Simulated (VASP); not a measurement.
Input of a VASP 6.6.1 run:

Contents of INCAR:

```
SYSTEM = Mg6BiB
PREC     = Accurate       ! precision mode
ENCUT    = 520            ! plane-wave cutoff, eV
EDIFF    = 1E-7           ! SCF threshold, eV
ISMEAR   = -1             ! smearing method
SIGMA    = 0.05           ! smearing width, eV
LREAL    = .False.        ! projectors in reciprocal space
LASPH    = .True.         ! aspherical terms in the spheres
NELM     = 60             ! most SCF steps
ALGO     = Normal         ! electronic algorithm
ISIF     = 2              ! what is computed and relaxed
LWAVE    = .False.        ! write WAVECAR
LCHARG   = .False.        ! write CHGCAR
GGA      = PE             ! functional
NBANDS   = 25             ! bands
```

The input KPOINTS:

```
regular mesh
0
Gamma
  7 4 4
  0 0 0
```

Contents of POSCAR:

```
Mg6BiB
1.0
    3.8322390504      0.0000000000      0.0000000000
    0.0000000000      4.3316223334      5.0503258561
    0.0000000000     -4.3316223334      5.0503258561
Bi Mg B
1 6 1
Direct
    0.5000000000      0.3854670000      0.3854670000
    0.0000000000      0.1503870000      0.1503870000
    0.0000000000      0.6333230000      0.6333230000
    0.0000000000      0.7147320000      0.0494740000
    0.0000000000      0.0494740000      0.7147320000
    0.5000000000      0.8864940000      0.4049730000
    0.5000000000      0.4049730000      0.8864940000
    0.5000000000      0.7751590000      0.7751590000
```

Potentials or basis: VASP PAW PBE potentials, release 64 (Bi_d, Mg, B).

Command:

```sh
$ cat potpaw_PBE.64/Bi_d/POTCAR potpaw_PBE.64/Mg/POTCAR potpaw_PBE.64/B/POTCAR > POTCAR
$ mpirun -np 1 vasp_std > vasp.out
```

Task: What does it give for the largest force?

Result: 0.240 eV/Å.

Task: Predict the band gap on the k mesh.

Result: Zero (bands 15 and 16 overlap by 1.52 eV).

Task: Predict the pressure.

Result: 1.4 GPa.

Forces in eV/Å, atoms in the order of the input:
```
Bi   0.000  0.000 -0.019
Mg   0.000  0.000 -0.004
Mg   0.000  0.000 -0.240
Mg   0.000 -0.097  0.085
Mg   0.000  0.097  0.085
Mg   0.000  0.094 -0.016
Mg   0.000 -0.094 -0.016
B    0.000  0.000  0.124
```

Caveat: spin-orbit coupling is left out, which moves the levels of the heavy elements.
